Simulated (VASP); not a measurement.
Write the native input for VASP 6.6.1 that does the following.

- Task: single point
- Functional: LDA
- Potentials or basis: VASP PAW LDA potentials, release 64 (Re)
- Cutoff: 520 eV
- k mesh: 16 × 16 × 9
- Occupations: fermi-dirac, width 0.1 eV
- Spin: no spin polarisation
- Dipole correction: no
- Further INCAR settings: ALGO = Normal; EDIFF = 1e-06; NBANDS = 14

The structure of Re lies in POSCAR:

```
Re
1.0
    2.7505578071      0.0000000000      0.0000000000
   -1.3752789035      2.3820529355      0.0000000000
    0.0000000000      0.0000000000      4.4307965193
Re
2
Direct
    0.3333333333      0.6666666667      0.2500000000
    0.6666666667      0.3333333333      0.7500000000
```

One way to write it, as run:

INCAR

```
PREC = Accurate
ENCUT = 520
EDIFF = 1E-6
ISMEAR = -1
SIGMA = 0.1
LREAL = False
LASPH = True
NELM = 80
ALGO = Normal
ISIF = 2
LWAVE = False
LCHARG = False
GGA = CA
NBANDS = 14
```

KPOINTS

```
Automatic mesh
0
Gamma
  16 16 9
```

Potentials or basis: VASP PAW LDA potentials, release 64 (Re).

Launch:

```sh
$ cat potpaw_LDA.64/Re/POTCAR > POTCAR
$ mpirun -np 1 vasp_std > vasp.out
```

Results of the run:

* Pressure: -3.5 GPa
* Band gap on the k mesh: zero (bands 7 and 8 overlap by 3.45 eV)

Caveat: the cell stands under tension; spin-orbit coupling is left out, which moves the levels of the heavy elements.

It took 69 s on 1 thread of Oxide Virtual Turin-like Processor, with other jobs on the host, peak memory 0.13 GiB.
